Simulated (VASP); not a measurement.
Here is a VASP 6.6.1 calculation.

File INCAR:

```
SYSTEM = Nb2Te6Mo
ALGO = Normal
EDIFF = 1E-7
ENCUT = 520
GGA = PE
ISIF = 2
ISMEAR = 0
ISPIN = 2
LASPH = .True.
LCHARG = .False.
LMAXMIX = 4
LORBIT = 11
LREAL = .False.
LWAVE = .False.
MAGMOM = 1 1 0 0 0 0 0 0 1
NBANDS = 52
NELM = 150
PREC = Accurate
SIGMA = 0.1
```

File KPOINTS:

```
k-points
0
Gamma
  6 6 1
  0 0 0
```

The input POSCAR:

```
Nb2Te6Mo
1.0
    3.6184999970      0.0000000000      0.0000000000
   -1.8092499985      3.1337129210      0.0000000000
    0.0000000000      0.0000000000     22.8216884264
Nb Te Mo
2 6 1
Direct
    0.0000000000      0.0000000000      0.8322994891
    0.0000000000      0.0000000000      0.1677005109
    0.6666666667      0.3333333333      0.0854304267
    0.6666666667      0.3333333333      0.4206181079
    0.6666666667      0.3333333333      0.7501455094
    0.3333333333      0.6666666667      0.9145695733
    0.3333333333      0.6666666667      0.2498544906
    0.3333333333      0.6666666667      0.5793818921
    0.0000000000      0.0000000000      0.5000000000
```

Potentials or basis: VASP PAW PBE potentials, release 64 (Nb_sv, Te, Mo_sv).

Run with:

```bash
$ cat potpaw_PBE.64/Nb_sv/POTCAR potpaw_PBE.64/Te/POTCAR potpaw_PBE.64/Mo_sv/POTCAR > POTCAR
$ mpirun -np 1 vasp_std > vasp.out
```

Problem. Estimate the largest force.

Solution. 0.014 eV/Å.

Problem. Predict the band gap on the k mesh.

Solution. Zero (filled and empty bands overlap).

Stress tensor (GPa, compression positive):
```
-0.09  0.00  0.00
 0.00 -0.09  0.00
 0.00  0.00 -0.01
```

Caveat: spin-orbit coupling is left out, which moves the levels of the heavy elements; this functional lacks dispersion, which binds layers or chains, so the pressure and a relaxed spacing across them are unreliable.
